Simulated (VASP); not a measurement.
# Ti4C in VASP: relaxation of the atoms with LDA

Aim: the relaxation of the atoms of Ti4C with LDA.

All numbers are computed with VASP 6.6.1; they aren't measurements. Logs are shortened: lines on timing, memory, paths and dates and some standing lists are left out, and cuts for length are marked.

## Step 1: The cell of the first run

The cell holds a slab with vacuum, 5 atoms: a = 2.864 Å, b = 2.864 Å, c = 22.241 Å, α = 90.00°, β = 90.00°, γ = 120.00°.

## Step 2: Relaxation of the atoms, LDA

INCAR

```
SYSTEM = Ti4C
PREC     = Accurate       ! precision mode
ENCUT    = 520            ! plane-wave cutoff, eV
EDIFF    = 1E-7           ! SCF threshold, eV
ISMEAR   = 0              ! smearing method
SIGMA    = 0.1            ! smearing width, eV
LREAL    = .FALSE.        ! projectors in reciprocal space
LASPH    = .TRUE.         ! aspherical terms in the spheres
NELM     = 120            ! most SCF steps
ALGO     = Normal         ! electronic algorithm
ISIF     = 2              ! what is computed and relaxed
LWAVE    = .FALSE.        ! write WAVECAR
LCHARG   = .FALSE.        ! write CHGCAR
LDIPOL   = .TRUE.       
IDIPOL   = 3            
DIPOL    = 0.5 0.5 0.374
IBRION   = 2              ! ionic algorithm
NSW      = 50             ! ionic steps
EDIFFG   = -0.025         ! ionic threshold
GGA_COMPAT= .FALSE.      
NELMIN   = 4            
NELMDL   = -8
```

KPOINTS

```
Automatic mesh
0
G
  9 9 1
  0 0 0
```

POSCAR

```
Ti4C
1.0
    2.8641158382      0.0000000000      0.0000000000
   -1.4320579191      2.4803970752      0.0000000000
    0.0000000000      0.0000000000     22.2412393510
Ti C
4 1
Selective dynamics
Direct
    0.6666666667      0.3333333333      0.1798460930  F F F
    0.3333333333      0.6666666667      0.2818047761  F F F
    0.6666666667      0.3333333333      0.3878689313  F F F
    0.3333333333      0.6666666667      0.4829424827  T T T
    0.6666666667      1.3333333333      0.5368963106  F F T
```

Potentials or basis: VASP PAW LDA potentials, release 64 (Ti_sv, C).

Launch:

```console
cat potpaw_LDA.64/Ti_sv/POTCAR potpaw_LDA.64/C/POTCAR > POTCAR
mpirun -np 1 vasp_std > vasp.out
```

OUTCAR:

```text
SYSTEM = Ti4C
   PREC = Accurate
   ENCUT = 520
   EDIFF = 1E-7
   ISMEAR = 0
   LREAL = .FALSE.
   LASPH = .TRUE.
   NELM = 120
   ISIF = 2
   IBRION = 2
   NSW = 50
   EDIFFG = -0.025
   NELMIN = 4
   NELMDL = -8

 ion  position               nearest neighbor table
   1  0.667  0.333  0.180-   2 2.81   2 2.81   2 2.81
   2  0.333  0.667  0.282-   1 2.81   1 2.81   1 2.81   3 2.88   3 2.88   3 2.88
   3  0.667  0.333  0.388-   4 2.68   4 2.68   4 2.68   2 2.88   2 2.88   2 2.88
   4  0.333  0.667  0.483-   5 2.04   5 2.04   5 2.04   3 2.68   3 2.68   3 2.68
   5  0.667  0.333  0.537-   4 2.04   4 2.04   4 2.04

  LATTYP: Found a hexagonal cell.
 ALAT       =     2.8641158382
 C/A-ratio  =     7.7654817778

  Lattice vectors:

 A1 = (   2.8641158382,   0.0000000000,   0.0000000000)
 A2 = (  -1.4320579191,   2.4803970752,   0.0000000000)
 A3 = (   0.0000000000,   0.0000000000,  22.2412393510)

Analysis of symmetry for initial positions (statically):
=====================================================================
 Subroutine PRICEL returns:
 Original cell was already a primitive cell.

 Routine SETGRP: Setting up the symmetry group for a
 hexagonal supercell.

 Subroutine GETGRP returns: Found  6 space group operations
 (whereof  6 operations were pure point group operations)
 out of a pool of 24 trial point group operations.

The static configuration has the point symmetry C_3v.

Analysis of symmetry for dynamics (positions and initial velocities):
=====================================================================
 Subroutine PRICEL returns:
 Original cell was already a primitive cell.

 Routine SETGRP: Setting up the symmetry group for a
 hexagonal supercell.

 Subroutine GETGRP returns: Found  6 space group operations
 (whereof  6 operations were pure point group operations)
 out of a pool of 24 trial point group operations.

The dynamic configuration has the point symmetry C_3v.

Analysis of constrained symmetry for selective dynamics:
=====================================================================
 Subroutine PRICEL returns:
 Original cell was already a primitive cell.

 Routine SETGRP: Setting up the symmetry group for a
 hexagonal supercell.

 Subroutine GETGRP returns: Found  6 space group operations
 (whereof  6 operations were pure point group operations)
 out of a pool of 24 trial point group operations.

The constrained configuration has the point symmetry C_3v.

 Subroutine INISYM returns: Found  6 space group operations
 (whereof  6 operations are pure point group operations),
 and found     1 'primitive' translations

----------------------------------------------------------------------------------------

                                     Primitive cell

  volume of cell :     158.0050

  direct lattice vectors                    reciprocal lattice vectors
     2.864115838  0.000000000  0.000000000     0.349147889  0.201580628  0.000000000
    -1.432057919  2.480397075  0.000000000     0.000000000  0.403161256  0.000000000
     0.000000000  0.000000000 22.241239351     0.000000000  0.000000000  0.044961523

  length of vectors
     2.864115838  2.864115838 22.241239351     0.403161256  0.403161256  0.044961523

  position of ions in fractional coordinates (direct lattice)
     0.666666667  0.333333333  0.179846093
     0.333333333  0.666666667  0.281804776
     0.666666667  0.333333333  0.387868931
     0.333333333  0.666666667  0.482942483
     0.666666667  0.333333333  0.536896311

  ion indices of the primitive-cell ions
   primitive index   ion index
                 1           1
[... 41 lines left out ...]
  0.444444  0.111111  0.000000      6.000000
  0.222222  0.222222  0.000000      6.000000
  0.333333  0.222222  0.000000     12.000000
  0.333333  0.333333  0.000000      2.000000
   k-points           NKPTS =     12   k-points in BZ     NKDIM =     12   number of bands    NBANDS=     31
   number of dos      NEDOS =    301   number of ions     NIONS =      5
   total plane-waves  NPLWV =  96768
   dimension x,y,z NGX =    24 NGY =   24 NGZ =  168
   dimension x,y,z NGXF=    48 NGYF=   48 NGZF=  336
   ions per type =               4   1
   NGX,Y,Z   is equivalent  to a cutoff of  13.93, 13.93, 12.56 a.u.
   NGXF,Y,Z  is equivalent  to a cutoff of  27.86, 27.86, 25.11 a.u.
 SYSTEM =  Ti4C
   PREC   = accura    normal or accurate (medium, high low for compatibility)
   ISTART =      0    job   : 0-new  1-cont  2-samecut
   ICHARG =      2    charge: 1-file 2-atom 10-const
   ISPIN  =      1    spin polarized calculation?
   LNONCOLLINEAR =      F non collinear calculations
   LSORBIT =      F    spin-orbit coupling
   LASPH  =      T    aspherical Exc in radial PAW
   ENCUT  =  520.0 eV  38.22 Ry    6.18 a.u.   5.33  5.33 41.35*2*pi/ulx,y,z
   NELM   =    120;   NELMIN=  4; NELMDL= -8     # of ELM steps
   EDIFF  = 0.1E-06   stopping-criterion for ELM
   LREAL  =      F    real-space projection
   EDIFFG = -.3E-01   stopping-criterion for IOM
   NSW    =     50    number of steps for IOM
   IBRION =      2    ionic relax: 0-MD 1-quasi-New 2-CG
   NFREE  =      1    steps in history (QN), initial steepest desc. (CG)
   ISIF   =      2    stress and relaxation
   ISYM   =      2    0-nonsym 1-usesym 2-fastsym
   POTIM  = 0.5000    time-step for ionic-motion
   TEBEG  =    0.0;   TEEND  =   0.0 temperature during run
   PSTRESS=    0.0 pullay stress
   NELECT =      52.0000    total number of electrons
   NUPDOWN=      -1.0000    fix difference up-down
   EMIN   =  10.00;   EMAX   =-10.00  energy-range for DOS
   EFERMI =   0.00;   METHOD = LEGACY
   ISMEAR =     0;   SIGMA  =   0.10  broadening in eV -4-tet -1-fermi 0-gaus
   EFERMI_NEDOS =   21; number of points for ismear=-14 and -15
   IALGO  =     38    algorithm
   IMIX   =      4    mixing-type and parameters
     AMIX     =   0.40;   BMIX     =  1.00
     AMIX_MAG =   1.60;   BMIX_MAG =  1.00
  volume/ion in A,a.u.               =      31.60       213.25
  Fermi-wavevector in a.u.,A,eV,Ry     =   1.130279  2.135918 17.381862  1.277531
  Thomas-Fermi vector in A             =   2.266975
   LORBIT       =      0    0 simple, 1 ext, 2 COOP (PROOUT), +10 PAW based schemes
   GGA     = CA    functional components
   LHFCALC =     F    Hartree Fock is set to
   AEXX    =    0.0000 exact exchange contribution
   IVDW    =     0    specifies the selected vdW correction
   LEPSILON=     F    determine dielectric tensor
   LRPA    =     F    only Hartree local field effects (RPA)
 conjugate gradient relaxation of ions
 non-spin polarized calculation
 Gauss-broadening in eV      SIGMA  =   0.10
  energy-cutoff  :      520.00
  volume of cell :      158.00
 maximum number of plane-waves:      4289
 NGX is ok and might be reduce to    24
   NGX = 11   NGY = 11   NGZ = 83

--------------------------------------- Ionic step        1  -------------------------------------------

 number of electron      52.0000013 magnetization

 Free energy of the ion-electron system (eV)
  ---------------------------------------------------
  ext. energy  EPLUGINS =         0.00000000
  ---------------------------------------------------
  free energy    TOTEN  =       -40.02965799 eV

  energy without entropy =      -39.98121649  energy(sigma->0) =      -40.00543724

------------------------ aborting loop because EDIFF is reached ----------------------------------------

  FORCE on cell =-STRESS in cart. coord.  units (eV):
  Direction    XX          YY          ZZ          XY          YZ          ZX
  --------------------------------------------------------------------------------------
  -------------------------------------------------------------------------------------
  Total        1.4149849      1.4149849     -2.5559474      0.0000000      0.0000000      0.0000000
  in kB       14.3480079     14.3480079    -25.9174171      0.0000000      0.0000000      0.0000000
  external PRESSURE =       0.9261996 kB  Pullay stress =       0.0000000 kB
[... 20 lines left out ...]
  FREE ENERGIE OF THE ION-ELECTRON SYSTEM (eV)
  ---------------------------------------------------
  free  energy   TOTEN  =       -40.0296579866 eV

  energy  without entropy=      -39.9812164906  energy(sigma->0) =      -40.00543724

 dipolmoment           0.000000      0.000000     -0.010710 electrons x Angstroem

--------------------------------------- Ionic step        2  -------------------------------------------

 number of electron      52.0000015 magnetization

------------------------ aborting loop because EDIFF is reached ----------------------------------------
[... 67 lines left out ...]
  FREE ENERGIE OF THE ION-ELECTRON SYSTEM (eV)
  ---------------------------------------------------
  free  energy   TOTEN  =       -40.5117476324 eV

  energy  without entropy=      -40.4629622456  energy(sigma->0) =      -40.48735494

[... ionic steps 4 to 8 ...]

--------------------------------------- Ionic step        9  -------------------------------------------

 number of electron      52.0000012 magnetization

------------------------ aborting loop because EDIFF is reached ----------------------------------------
[... 73 lines left out ...]
--------------------------------------- Ionic step       11  -------------------------------------------

 number of electron      52.0000012 magnetization

 dipolmoment           0.000000      0.000000      0.084186 electrons x Angstroem

 Free energy of the ion-electron system (eV)
  ---------------------------------------------------
  ext. energy  EPLUGINS =         0.00000000
  ---------------------------------------------------
  free energy    TOTEN  =       -40.58345639 eV

  energy without entropy =      -40.54094585  energy(sigma->0) =      -40.56220112

 E-fermi :   0.6157     XC(G=0):  -6.3163

 val. band max:        0.5895607759   @ k =   0.3333   0.1111   0.0000
 cond. band min:       0.6197321173   @ k =   0.4444  -0.0000   0.0000
 fundamental gap:      0.0301713414
 Fermi energy:         0.6156834423

 k-point     1 :       0.0000    0.0000    0.0000
  band No.  band energies     occupation
      1     -55.4859      2.00000
      2     -55.3673      2.00000
      3     -55.2308      2.00000
      4     -53.9889      2.00000
      5     -32.3315      2.00000
      6     -32.0848      2.00000
[... 397 lines left out ...]
     30       1.1077      0.00000
     31       2.1291      0.00000

------------------------ aborting loop because EDIFF is reached ----------------------------------------

 vacuum level on the upper side and lower side of the slab       (xc-potential included)         1.038        -1.055

  FORCE on cell =-STRESS in cart. coord.  units (eV):
  Direction    XX          YY          ZZ          XY          YZ          ZX
  --------------------------------------------------------------------------------------
  -------------------------------------------------------------------------------------
  Total        4.5621328      4.5621328     -2.2957518      0.0000000      0.0000000      0.0000000
  in kB       46.2602245     46.2602245    -23.2790223      0.0000000      0.0000000      0.0000000
  external PRESSURE =      23.0804756 kB  Pullay stress =       0.0000000 kB
[... 20 lines left out ...]
  FREE ENERGIE OF THE ION-ELECTRON SYSTEM (eV)
  ---------------------------------------------------
  free  energy   TOTEN  =       -40.5834563944 eV

  energy  without entropy=      -40.5409458475  energy(sigma->0) =      -40.56220112

 reached required accuracy - stopping structural energy minimisation

 vacuum level on the upper side and lower side of the slab         7.498         5.353
```

It took 18 min on 1 thread of AMD EPYC 7R13 (Zen 3), shared host; peak memory 0.23 GiB.

Results:

- Free energy: -40.5835 eV
- Energy gained by relaxing: 110.8 meV/atom
- Ionic steps: 11
- Band gap on the k mesh: zero (bands 26 and 27 overlap by 0.59 eV)

The path:
| step | energy change (eV) | largest force on free atoms (eV/Å) | pressure (GPa) |
| --- | --- | --- | --- |
| 1 | 0.0000 | 3.0942 | 0.09 |
| 2 | -0.4483 | 0.9143 | 2.58 |
| 3 | -0.4821 | 0.3039 | 3.63 |
| 4 | -0.4826 | 0.3057 | 3.79 |
| 5 | -0.4894 | 0.2742 | 3.69 |
| 6 | -0.5082 | 0.2587 | 3.38 |
| 7 | -0.5365 | 0.2832 | 2.79 |
| 8 | -0.5475 | 0.3458 | 1.74 |
| 9 | -0.5506 | 0.2746 | 2.04 |
| 10 | -0.5494 | 0.3413 | 2.61 |
| 11 | -0.5538 | 0.0143 | 2.31 |

Final structure:
```
Ti C
1.0
     2.86412    0.00000    0.00000
    -1.43206    2.48040    0.00000
     0.00000    0.00000   22.24124
Ti C
4 1
Direct
  0.66667 0.33333 0.17985
  0.33333 0.66667 0.28180
  0.66667 0.33333 0.38787
  0.33333 0.66667 0.50355
  0.66667 0.33333 0.54239
```

The gap in the log of VASP goes by the Fermi energy; the results here count the filled bands.